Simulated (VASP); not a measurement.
# NaH (P1) in VASP: a series of runs

Runs on NaH. Level: PBE. Tasks: single point.

Everything below comes from runs of VASP 6.6.1. Logs are shortened: lines on timing, memory, paths and dates and some standing lists are left out, and cuts for length are marked.

## (1) The cell of the first run

The typed cell holds 16 atoms: a = 7.345 Å, b = 7.345 Å, c = 7.345 Å, α = 60.00°, β = 60.00°, γ = 60.00°.

## (2) Single point, PBE

Contents of INCAR:

```
SYSTEM = NaH
  PREC = Accurate
  ENCUT = 520
  EDIFF = 1E-6
  ISMEAR = -1
  SIGMA = 0.069
  LREAL = Auto
  LASPH = .TRUE.
  NELM = 100
  ALGO = Normal
  ISIF = 2
  LWAVE = .FALSE.
  LCHARG = .FALSE.
  GGA = PE
  NBANDS = 46
```

Contents of KPOINTS:

```
regular mesh
0
G
  2 2 2
  0 0 0
```

Contents of POSCAR:

```
NaH
1.0
    0.0000000000      5.1938421228      5.1938421228
    5.1938421228      0.0000000000      5.1938421228
    5.1938421228      5.1938421228      0.0000000000
Na H
8 8
Direct
    0.0044625923     -0.0049602971      0.0096583606
   -0.0009803918      0.0105265040      0.4989579850
    0.0021609244      0.5054163061     -0.0208569104
    0.0067282561      0.5000428274      0.4968579019
    0.4944311820     -0.0037277798      0.0054276775
    0.4921638817      0.0014764600      0.5100109779
    0.5102272917      0.4781627822     -0.0004489932
    0.4897814450      0.5163525260      0.4984763570
    0.0776069989      0.1038022503      0.1870981976
    0.1564487292      0.0917515374      0.6102449641
    0.1183900060      0.6639701243      0.1066690105
    0.1638184180      0.6198836861      0.6411367387
    0.6113347162      0.1003648143      0.1503376463
    0.6212589685      0.1081471070      0.6201430317
    0.6361672962      0.5899931934      0.1350852574
    0.6383488219      0.6470658754      0.5929941510
```

Potentials or basis: VASP PAW PBE potentials, release 64 (Na_pv, H).

The run is started by

```
> cat potpaw_PBE.64/Na_pv/POTCAR potpaw_PBE.64/H/POTCAR > POTCAR
> mpirun -np 1 vasp_std > vasp.out
```

OUTCAR:

```text
SYSTEM = NaH
   PREC = Accurate
   ENCUT = 520
   EDIFF = 1E-6
   ISMEAR = -1
   LREAL = Auto
   LASPH = .TRUE.
   NELM = 100
   ISIF = 2
   GGA = PE

 ion  position               nearest neighbor table
   1  0.004  0.995  0.010-
   2  0.999  0.011  0.499-
   3  0.002  0.505  0.979-
   4  0.007  0.500  0.497-
   5  0.494  0.996  0.005-
   6  0.492  0.001  0.510-
[... 8 lines left out ...]
  15  0.636  0.590  0.135-
  16  0.638  0.647  0.593-

  LATTYP: Found a face centered cubic cell.
 ALAT       =    10.3876842456

  Lattice vectors:

 A1 = (   0.0000000000,   5.1938421228,   5.1938421228)
 A2 = (   5.1938421228,   0.0000000000,   5.1938421228)
 A3 = (   5.1938421228,   5.1938421228,   0.0000000000)

Analysis of symmetry for initial positions (statically):
=====================================================================
 Subroutine PRICEL returns:
 Original cell was already a primitive cell.

 Routine SETGRP: Setting up the symmetry group for a
 face centered cubic supercell.

 Subroutine GETGRP returns: Found  1 space group operations
 (whereof  1 operations were pure point group operations)
 out of a pool of 48 trial point group operations.

The static configuration has the point symmetry C_1 .

Analysis of symmetry for dynamics (positions and initial velocities):
=====================================================================
 Subroutine PRICEL returns:
 Original cell was already a primitive cell.

 Routine SETGRP: Setting up the symmetry group for a
 face centered cubic supercell.

 Subroutine GETGRP returns: Found  1 space group operations
 (whereof  1 operations were pure point group operations)
 out of a pool of 48 trial point group operations.

The dynamic configuration has the point symmetry C_1 .

 Subroutine INISYM returns: Found  1 space group operations
 (whereof  1 operations are pure point group operations),
 and found     1 'primitive' translations

----------------------------------------------------------------------------------------

                                     Primitive cell

  volume of cell :     280.2181

  direct lattice vectors                    reciprocal lattice vectors
     0.000000000  5.193842123  5.193842123    -0.096267847  0.096267847  0.096267847
     5.193842123  0.000000000  5.193842123     0.096267847 -0.096267847  0.096267847
     5.193842123  5.193842123  0.000000000     0.096267847  0.096267847 -0.096267847

  length of vectors
     7.345201971  7.345201971  7.345201971     0.166740803  0.166740803  0.166740803

  position of ions in fractional coordinates (direct lattice)
     0.004462592  0.995039703  0.009658361
     0.999019608  0.010526504  0.498957985
     0.002160924  0.505416306  0.979143090
     0.006728256  0.500042827  0.496857902
     0.494431182  0.996272220  0.005427678
     0.492163882  0.001476460  0.510010978
[... 8 lines left out ...]
     0.636167296  0.589993193  0.135085257
     0.638348822  0.647065875  0.592994151

  ion indices of the primitive-cell ions
   primitive index   ion index
                 1           1
                 2           2
                 3           3
                 4           4
                 5           5
                 6           6
[... 8 lines left out ...]
                15          15
                16          16

----------------------------------------------------------------------------------------

 KPOINTS: regular mesh

Automatic generation of k-mesh.
 Grid dimensions read from file:
 generate k-points for:    2    2    2

 Generating k-lattice:

  Cartesian coordinates                     Fractional coordinates (reciprocal lattice)
    -0.048133924  0.048133924  0.048133924     0.500000000  0.000000000  0.000000000
     0.048133924 -0.048133924  0.048133924     0.000000000  0.500000000  0.000000000
     0.048133924  0.048133924 -0.048133924     0.000000000  0.000000000  0.500000000

  Length of vectors
     0.083370401  0.083370401  0.083370401

  Shift w.r.t. Gamma in fractional coordinates (k-lattice)
     0.000000000  0.000000000  0.000000000

 Subroutine IBZKPT returns following result:
 ===========================================

 Found      8 irreducible k-points:

 Following reciprocal coordinates:
            Coordinates               Weight
  0.000000  0.000000  0.000000      1.000000
  0.500000  0.000000  0.000000      1.000000
  0.000000  0.500000  0.000000      1.000000
  0.000000  0.000000  0.500000      1.000000
  0.500000  0.500000  0.500000      1.000000
  0.500000  0.500000  0.000000      1.000000
  0.000000  0.500000  0.500000      1.000000
  0.500000  0.000000  0.500000      1.000000
   k-points           NKPTS =      8   k-points in BZ     NKDIM =      8   number of bands    NBANDS=     46
   number of dos      NEDOS =    301   number of ions     NIONS =     16
   total plane-waves  NPLWV = 175616
   dimension x,y,z NGX =    56 NGY =   56 NGZ =   56
   dimension x,y,z NGXF=   112 NGYF=  112 NGZF=  112
[... 38 lines left out ...]
   GGA     = PE    functional components
   LHFCALC =     F    Hartree Fock is set to
   AEXX    =    0.0000 exact exchange contribution
   IVDW    =     0    specifies the selected vdW correction
   LEPSILON=     F    determine dielectric tensor
   LRPA    =     F    only Hartree local field effects (RPA)
 non-spin polarized calculation
  energy-cutoff  :      520.00
  volume of cell :      280.22
 maximum number of plane-waves:      7631
 NGX is ok and might be reduce to    56
   NGX = 27   NGY = 27   NGZ = 27

 number of electron      64.0000000 magnetization

 Free energy of the ion-electron system (eV)
  ---------------------------------------------------
  ext. energy  EPLUGINS =         0.00000000
  ---------------------------------------------------
  free energy    TOTEN  =       -39.16262408 eV

  energy without entropy =      -39.16262408  energy(sigma->0) =      -39.16262408

 E-fermi :  -0.1735     XC(G=0):  -6.8763

 val. band max:       -1.7537198958   @ k =   0.5000   0.0000   0.5000
 cond. band min:       1.5585928246   @ k =   0.0000   0.0000   0.0000
 fundamental gap:      3.3123127205
 Fermi energy:        -0.1735238656

 k-point     1 :       0.0000    0.0000    0.0000
  band No.  band energies     occupation
      1     -24.3135      2.00000
      2     -24.3048      2.00000
      3     -24.2854      2.00000
      4     -24.2228      2.00000
      5     -24.2117      2.00000
      6     -24.1874      2.00000
[... 36 lines left out ...]
     43       6.4541      0.00000
     44       7.3182      0.00000

 k-point     2 :       0.5000    0.0000    0.0000
  band No.  band energies     occupation
      1     -24.3133      2.00000
      2     -24.3042      2.00000
      3     -24.2849      2.00000
      4     -24.2221      2.00000
      5     -24.2113      2.00000
      6     -24.1872      2.00000
[... 36 lines left out ...]
     43       5.8207      0.00000
     44       5.9521      0.00000

 k-point     3 :       0.0000    0.5000    0.0000
  band No.  band energies     occupation
      1     -24.3134      2.00000
      2     -24.3045      2.00000
      3     -24.2851      2.00000
      4     -24.2216      2.00000
      5     -24.2109      2.00000
      6     -24.1867      2.00000
[... 36 lines left out ...]
     43       5.6961      0.00000
     44       5.8445      0.00000

 k-point     4 :       0.0000    0.0000    0.5000
  band No.  band energies     occupation
      1     -24.3131      2.00000
      2     -24.3040      2.00000
      3     -24.2851      2.00000
      4     -24.2226      2.00000
      5     -24.2115      2.00000
      6     -24.1870      2.00000
[... 130 lines left out ...]
     43       5.3787      0.00000
     44       5.4900      0.00000

 k-point     7 :       0.0000    0.5000    0.5000
  band No.  band energies     occupation
      1     -24.3129      2.00000
      2     -24.3041      2.00000
      3     -24.2850      2.00000
      4     -24.2217      2.00000
      5     -24.2109      2.00000
      6     -24.1865      2.00000
[... 36 lines left out ...]
     43       5.4422      0.00000
     44       5.4580      0.00000

 k-point     8 :       0.5000    0.0000    0.5000
  band No.  band energies     occupation
      1     -24.3131      2.00000
      2     -24.3044      2.00000
      3     -24.2850      2.00000
      4     -24.2219      2.00000
      5     -24.2113      2.00000
      6     -24.1870      2.00000
[... 36 lines left out ...]
     43       5.4039      0.00000
     44       5.4243      0.00000
 [bands above 44 left out]

------------------------ aborting loop because EDIFF is reached ----------------------------------------

  FORCE on cell =-STRESS in cart. coord.  units (eV):
  Direction    XX          YY          ZZ          XY          YZ          ZX
  --------------------------------------------------------------------------------------
  -------------------------------------------------------------------------------------
  Total        1.6060042      1.3706618      1.2520725      0.4014004      0.2174428     -0.6795736
  in kB        9.1825020      7.8369064      7.1588595      2.2950499      1.2432528     -3.8855350
  external PRESSURE =       8.0594226 kB  Pullay stress =       0.0000000 kB

 VOLUME and BASIS-vectors are now :
 -----------------------------------------------------------------------------
  energy-cutoff  :      520.00
  volume of cell :      280.22
      direct lattice vectors                 reciprocal lattice vectors
     0.000000000  5.193842123  5.193842123    -0.096267847  0.096267847  0.096267847
     5.193842123  0.000000000  5.193842123     0.096267847 -0.096267847  0.096267847
     5.193842123  5.193842123  0.000000000     0.096267847  0.096267847 -0.096267847

 POSITION                                       TOTAL-FORCE (eV/Angst)
 -----------------------------------------------------------------------------------
      5.21824      0.07334      5.19126         0.173949     -0.307045      0.059354
      2.64618      7.78026      5.24342         0.347615      0.401911     -0.543198
      7.71057      5.09674      2.63628         0.347153      0.340689     -0.196719
      5.17775      2.61555      2.63209        -0.083401     -0.064223      0.136642
      5.20267      2.59619      7.74248        -0.085950      0.030118     -0.166941
      2.65659      5.20514      2.56389        -0.285181      0.092575      0.118658
[... 8 lines left out ...]
      3.76594      4.00576      6.36848         0.053126     -0.245481      0.135946
      6.44068      6.39540      6.67624        -0.093681      0.404653     -0.301675
 -----------------------------------------------------------------------------------
    total drift:                                0.001994     -0.000085     -0.000853

  FREE ENERGIE OF THE ION-ELECTRON SYSTEM (eV)
  ---------------------------------------------------
  free  energy   TOTEN  =       -39.1626240796 eV

  energy  without entropy=      -39.1626240794  energy(sigma->0) =      -39.16262408
```

Run time: 2.1 min. Hardware: 1 thread of Intel Xeon 6975P-C (Granite Rapids), shared host; peak memory 0.42 GiB.

What came out:

* Free energy: -39.1626 eV
* Pressure: 0.8 GPa
* Largest force: 1.210 eV/Å
* Band gap on the k mesh: 3.31 eV, indirect (least direct gap 3.42 eV)

Forces on the atoms (eV/Å):
```
Na   0.174 -0.307  0.059
Na   0.348  0.402 -0.543
Na   0.347  0.341 -0.197
Na  -0.083 -0.064  0.137
Na  -0.086  0.030 -0.167
Na  -0.285  0.093  0.119
Na   0.126 -0.145  0.047
Na  -0.435  0.351  0.292
H   -0.671 -0.546  0.846
H    0.727 -0.223 -0.049
H   -0.467  0.484 -0.419
H    0.027 -0.573 -0.395
H   -0.131 -0.264  0.300
H    0.450  0.262  0.136
H    0.053 -0.245  0.136
H   -0.094  0.405 -0.302
```

Caveat: the k points lie up to 0.52 Å⁻¹ apart; forces of over 1 eV/Å act on the atoms, so gaps and moduli don't describe the material at rest.

## (3) Single point, PBE

Contents of INCAR:

```
SYSTEM = NaH
  ALGO = Normal
  EDIFF = 1E-6
  ENCUT = 520
  GGA = PE
  ISIF = 2
  ISMEAR = -1
  LASPH = .TRUE.
  LCHARG = .FALSE.
  LREAL = Auto
  LWAVE = .FALSE.
  NBANDS = 46
  NELM = 100
  PREC = Accurate
  SIGMA = 0.069
```

Contents of KPOINTS:

```
k-points
0
G
  2 2 2
  0 0 0
```

Contents of POSCAR:

```
NaH
1.0
    0.0000000000      5.1938421228      5.1938421228
    5.1938421228      0.0000000000      5.1938421228
    5.1938421228      5.1938421228      0.0000000000
Na H
8 8
Direct
    0.0074912751     -0.0085925792      0.0185786356
   -0.0035473739      0.0192967937      0.5015076389
    0.0034947154      0.5100208935     -0.0382574201
    0.0140714712      0.5004185608      0.4927641117
    0.4886583843     -0.0084743623      0.0112043259
    0.4860364332      0.0020417448      0.5189842965
    0.5196841637      0.4575446161     -0.0012174995
    0.4832144375      0.5309064917      0.4957487038
    0.1041032798      0.1334018215      0.1148434985
    0.1170360950      0.1263588658      0.6361134824
    0.1480460865      0.6081447848      0.1187082675
    0.1332533765      0.6333821711      0.6327502689
    0.6119582430      0.1053573611      0.1285744703
    0.6131928782      0.1170695962      0.6535889848
    0.6329858364      0.5911537986      0.1217897050
    0.6598744088      0.6130065999      0.6093041385
```

Potentials or basis: VASP PAW PBE potentials, release 64 (Na_pv, H).

The run is started by

```
> cat potpaw_PBE.64/Na_pv/POTCAR potpaw_PBE.64/H/POTCAR > POTCAR
> mpirun -np 1 vasp_std > vasp.out
```

Run time: 2.1 min. Hardware: 1 thread of Intel Xeon 6975P-C (Granite Rapids), shared host; peak memory 0.42 GiB.

It converged, with:

* Free energy: -39.5885 eV
* Pressure: 0.5 GPa
* Largest force: 0.701 eV/Å
* Band gap on the k mesh: 3.39 eV, indirect (least direct gap 3.47 eV)

Forces on the atoms (eV/Å):
```
Na  -0.315 -0.312 -0.358
Na   0.044 -0.170 -0.128
Na   0.442  0.430 -0.335
Na  -0.071  0.003  0.064
Na  -0.136 -0.013 -0.123
Na  -0.144  0.121  0.089
Na   0.128 -0.176  0.191
Na  -0.373  0.311  0.079
H    0.212  0.380  0.189
H    0.011  0.080  0.064
H    0.026 -0.107 -0.021
H   -0.222 -0.461  0.225
H    0.046  0.331 -0.023
H   -0.099 -0.193  0.164
H    0.219 -0.054  0.083
H    0.233 -0.170 -0.160
```

Stress tensor (GPa, compression positive):
```
 0.40  0.26 -0.11
 0.26  0.43  0.17
-0.11  0.17  0.56
```

Levels at points of the mesh, in eV from the valence-band top:
| k point | band 28 | band 29 | band 30 | band 31 | band 32 | band 33 | band 34 | band 35 | band 36 | band 37 |
| --- | --- | --- | --- | --- | --- | --- | --- | --- | --- | --- |
| (0.00, 0.00, 0.00) | -0.79 | -0.66 | -0.26 | -0.15 | -0.08 | 3.39 | 3.51 | 3.53 | 3.61 | 4.89 |
| (0.50, 0.00, 0.00) | -0.68 | -0.54 | -0.53 | -0.46 | -0.36 | 4.29 | 4.44 | 4.59 | 4.61 | 4.73 |
| (0.00, 0.50, 0.00) | -0.65 | -0.64 | -0.49 | -0.42 | -0.39 | 4.32 | 4.43 | 4.51 | 4.72 | 4.76 |
| (0.00, 0.00, 0.50) | -0.64 | -0.58 | -0.53 | -0.43 | -0.39 | 4.32 | 4.45 | 4.52 | 4.64 | 4.71 |
| (0.50, 0.50, 0.50) | -0.62 | -0.59 | -0.51 | -0.44 | -0.41 | 4.37 | 4.46 | 4.52 | 4.58 | 4.67 |
| (0.50, 0.50, 0.00) | -1.02 | -0.98 | -0.85 | -0.07 | -0.06 | 4.58 | 4.76 | 4.83 | 5.02 | 5.76 |
| (0.00, 0.50, 0.50) | -1.03 | -0.98 | -0.87 | -0.14 | 0.00 | 4.65 | 4.78 | 4.85 | 4.99 | 5.74 |
| (0.50, 0.00, 0.50) | -1.04 | -0.98 | -0.88 | -0.12 | -0.01 | 4.65 | 4.79 | 4.85 | 4.96 | 5.74 |

Caveat: the k points lie up to 0.52 Å⁻¹ apart. A k mesh can miss the band edges.

## (4) Single point, PBE

Contents of INCAR:

```
  ALGO = Normal
  EDIFF = 1E-6
  ENCUT = 520
  GGA = PE
  ISIF = 2
  ISMEAR = -1
  LASPH = T
  LCHARG = T
  LELF = T
  LREAL = Auto
  LVHAR = T
  LWAVE = F
  NBANDS = 46
  NELM = 100
  PREC = Accurate
  SIGMA = 0.069
```

Contents of KPOINTS:

```
k-points
0
Gamma
  2 2 2
```

Contents of POSCAR:

```
NaH
1.0
    0.0000000000      5.1938421228      5.1938421228
    5.1938421228      0.0000000000      5.1938421228
    5.1938421228      5.1938421228      0.0000000000
Na H
8 8
Direct
    0.0092071532     -0.0131210188      0.0265940891
   -0.0076268202      0.0283833233      0.5045633729
    0.0035673013      0.5136763762     -0.0514156945
    0.0216368725      0.5009169394      0.4879839318
    0.4831755453     -0.0141570533      0.0167944073
    0.4814072012      0.0019012900      0.5274725213
    0.5286512249      0.4388390995     -0.0027990839
    0.4797745948      0.5430466374      0.4923596905
    0.1568770249      0.1651264093      0.0595157675
    0.0836421265      0.1600295081      0.6675653433
    0.1670329940      0.5526288501      0.1285037135
    0.0952579012      0.6820241001      0.5647346282
    0.6347669841      0.0867287625      0.1355130717
    0.6109017997      0.1488195986      0.6537327126
    0.6157718938      0.6211049400      0.1122250130
    0.6404678697      0.5952679975      0.6427834965
```

The run is started by

```
> cat potpaw_PBE.64/Na_pv/POTCAR potpaw_PBE.64/H/POTCAR > POTCAR
> mpirun -np 1 vasp_std > vasp.out
```

It took 2.4 min on 1 thread of Intel Xeon 6975P-C (Granite Rapids), shared host; peak memory 0.41 GiB.

The run converged. Its results:

```
Free energy            : -39.2176 eV
Pressure               : 0.4 GPa
Largest force          : 0.665 eV/Å
Band gap on the k mesh : 3.15 eV, indirect (least direct gap 3.26 eV)
```

Forces in eV/Å, atoms in the order of the input:
```
Na  -0.124  0.001 -0.153
Na   0.287 -0.303  0.112
Na   0.281  0.074 -0.020
Na  -0.086 -0.386 -0.230
Na  -0.218  0.171  0.340
Na   0.001  0.186  0.120
Na   0.194 -0.061  0.147
Na  -0.328  0.180 -0.088
H    0.250  0.006 -0.616
H   -0.571  0.205 -0.066
H    0.232 -0.373  0.120
H    0.182  0.444  0.273
H    0.098  0.355 -0.190
H   -0.279 -0.261  0.049
H   -0.042  0.140 -0.023
H    0.122 -0.377  0.224
```

Stress tensor (GPa, compression positive):
```
 0.29 -0.13  0.23
-0.13  0.26 -0.08
 0.23 -0.08  0.54
```

Levels at points of the mesh, in eV from the valence-band top:
```csv
k point,band 28,band 29,band 30,band 31,band 32,band 33,band 34,band 35,band 36,band 37
"(0.00, 0.00, 0.00)",-0.88,-0.71,-0.46,-0.27,-0.11,3.15,3.33,3.43,3.47,4.62
"(0.50, 0.00, 0.00)",-0.76,-0.70,-0.62,-0.51,-0.36,3.93,4.11,4.35,4.44,4.56
"(0.00, 0.50, 0.00)",-0.80,-0.73,-0.61,-0.53,-0.38,3.85,4.19,4.37,4.41,4.65
"(0.00, 0.00, 0.50)",-0.79,-0.71,-0.65,-0.50,-0.33,3.77,4.17,4.38,4.55,4.63
"(0.50, 0.50, 0.50)",-0.79,-0.72,-0.62,-0.46,-0.29,3.76,4.02,4.31,4.48,4.64
"(0.50, 0.50, 0.00)",-1.17,-1.08,-0.86,-0.13,-0.08,3.96,4.58,4.64,4.94,5.43
"(0.00, 0.50, 0.50)",-1.16,-1.11,-0.87,-0.17,-0.08,4.08,4.43,4.78,5.09,5.27
"(0.50, 0.00, 0.50)",-1.25,-0.98,-0.93,-0.25,0.00,4.13,4.51,4.57,4.94,5.28
```

Caveat: the k points lie up to 0.52 Å⁻¹ apart.
